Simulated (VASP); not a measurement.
Wanted: the native input for a VASP 6.6.1 run.

| Property | Result |
| --- | --- |
| Task | single point |
| Functional | LDA |
| Potentials or basis | VASP PAW LDA potentials, release 64 (Mg_sv, O) |
| Cutoff | 840 eV |
| k mesh | 10 × 10 × 10 |
| Occupations | gaussian, width 0.02 eV |
| Spin | no spin polarisation |
| Dipole correction | no |
| Further INCAR settings | ALGO = Normal; EDIFF = 1e-06; NBANDS = 15 |

The structure of MgO lies in POSCAR:

```
MgO
1.0
    0.0000000000      2.1402106944      2.1402106944
    2.1402106944      0.0000000000      2.1402106944
    2.1402106944      2.1402106944      0.0000000000
Mg O
1 1
Direct
    0.0000000000      0.0000000000      0.0000000000
    0.5000000000      0.5000000000      0.5000000000
```

One way to write it, as run:

INCAR

```
  ALGO = Normal
  EDIFF = 1E-6
  ENCUT = 840
  GGA = CA
  GGA_COMPAT = False
  ISIF = 2
  ISMEAR = 0
  LASPH = True
  LCHARG = False
  LREAL = False
  LWAVE = False
  NBANDS = 15
  NELM = 120
  PREC = Accurate
  SIGMA = 0.02
```

KPOINTS

```
k-points
0
Gamma
  10 10 10
```

Potentials or basis: VASP PAW LDA potentials, release 64 (Mg_sv, O).

Command:

```sh
$ cat potpaw_LDA.64/Mg_sv/POTCAR potpaw_LDA.64/O/POTCAR > POTCAR
$ mpirun -np 1 vasp_std > vasp.out
```

It gave:

```json
{
 "Pressure": "-12.1 GPa",
 "Band gap on the k mesh": "4.21 eV"
}
```

Caveat: the cell stands under tension.

It took 20 s on 1 thread of AMD EPYC 7R13 Processor (Zen 3), on a shared host, peak memory 0.13 GiB.
